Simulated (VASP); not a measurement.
A run of VASP 6.6.1 is set up as follows.

The input INCAR:

```
SYSTEM = Zr
PREC = Accurate
ENCUT = 600
EDIFF = 1E-7
ISMEAR = -1
SIGMA = 0.1
LREAL = .FALSE.
LASPH = .TRUE.
NELM = 60
ALGO = Normal
ISIF = 3
LWAVE = .FALSE.
LCHARG = .FALSE.
GGA = CA
IBRION = 2
NSW = 60
EDIFFG = -0.005
PSTRESS = 150.0
```

The input KPOINTS:

```
Automatic mesh
0
G
  15 15 8
  0 0 0
```

POSCAR

```
Zr
1.0
    3.0171601257      0.0000000000      0.0000000000
   -1.5085800628      2.6129373161      0.0000000000
    0.0000000000      0.0000000000      4.8877994036
Zr
2
Direct
    0.3333333333      0.6666666667      0.2500000000
    0.6666666667      0.3333333333      0.7500000000
```

Potentials or basis: VASP PAW LDA potentials, release 64 (Zr_sv).

The run is started by

```bash
$ cat potpaw_LDA.64/Zr_sv/POTCAR > POTCAR
$ mpirun -np 1 vasp_std > vasp.out
```

**Question.** What does it give for the space group after relaxing (to 0.05 Å)?

**Answer.** P6_3/mmc (No. 194).

**Question.** What does it give for the band gap on the k mesh?

**Answer.** Zero (band 12 reaches 12.10 eV, above the bottom of band 13 at 10.68 eV).

The path:
```tsv
step	energy change (eV)	largest force (eV/Å)	pressure (GPa)	volume (Å³)
1	0.0000	0.0000	15.64	38.53
2	-0.0443	0.0000	13.72	38.96
3	-0.0408	0.0000	13.88	38.93
4	-0.0101	0.0000	15.02	38.57
5	-0.0095	0.0000	15.04	38.56
6	-0.0108	0.0000	14.98	38.58
```

Caveat: the cell is relaxed towards a set pressure, so the enthalpy falls and the energy may rise.
